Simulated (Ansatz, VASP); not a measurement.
**One calculation of NaCl, two programs**

INCAR

```
SYSTEM = NaCl
  PREC = Accurate
  ENCUT = 520
  EDIFF = 1E-6
  ISMEAR = -1
  SIGMA = 0.05
  LREAL = .FALSE.
  LASPH = .TRUE.
  NELM = 80
  ALGO = Normal
  ISIF = 2
  LWAVE = .FALSE.
  LCHARG = .FALSE.
  GGA = PS
  NBANDS = 14
```

KPOINTS

```
regular mesh
0
G
  5 5 5
  0 0 0
```

POSCAR

```
NaCl
1.0
    0.0000000000      2.7940632177      2.7940632177
    2.7940632177      0.0000000000      2.7940632177
    2.7940632177      2.7940632177      0.0000000000
Cl Na
1 1
Direct
    0.5000000000      0.5000000000      0.5000000000
    0.0000000000      0.0000000000      0.0000000000
```

File input.yaml:

```yaml
crystal:
  lattice:
    - [0.0, 2.7940632177, 2.7940632177]
    - [2.7940632177, 0.0, 2.7940632177]
    - [2.7940632177, 2.7940632177, 0.0]
  atoms:
    - { symbol: Cl, position: [0.5, 0.5, 0.5] }
    - { symbol: Na, position: [0.0, 0.0, 0.0] }
hamiltonian:
  xc: pbesol
  pseudopotentials: { kind: paw }
kpoints:
  mp_grid: { grid: [5, 5, 5] }
scf:
  occupations: { method: fermi_dirac, width: 0.05 }
  n_extra_bands: 6
output:
  forces: true
  stress: true
  eigenvalues: true
  dos: { projected: true, de: 0.05, nscf_kmesh: { grid: [8, 8, 8] } }
```

Alike in both runs: functional PBEsol; k mesh 5 × 5 × 5; occupations fermi-dirac, width 0.05 eV; no spin polarisation.

```csv
,VASP,Ansatz
version,VASP 6.6.1,Ansatz 0.2.0
potentials or method,"VASP PAW PBE potentials, release 64 (Cl, Na_pv)",Ansatz PAW
plane-wave cutoff (eV),520,420
valence electrons in the cell,14,16
task,single point,projected density of states
```

VASP gave:

- gap on the k mesh at the Fermi level (eV): 5.03
- least direct gap on the mesh (eV): 5.03
- pressure (GPa): 0.2

Question: Which values does Ansatz return?

Answer: gap on the k mesh at the Fermi level (eV): 5.04; least direct gap on the mesh (eV): 5.04; pressure (GPa): 0.2.

VASP's potentials were made for PBE, not for PBEsol. The functional is the same, so the differences come from potentials, cutoffs and numerics. VASP's potentials hold 14 valence electrons a cell and Ansatz's 16, so a difference there can come from the potentials and not from the codes.

Noted on Ansatz's run: odd divisions of the mesh miss points on the zone boundary, where band edges often lie, so the gap on the mesh can be too wide.
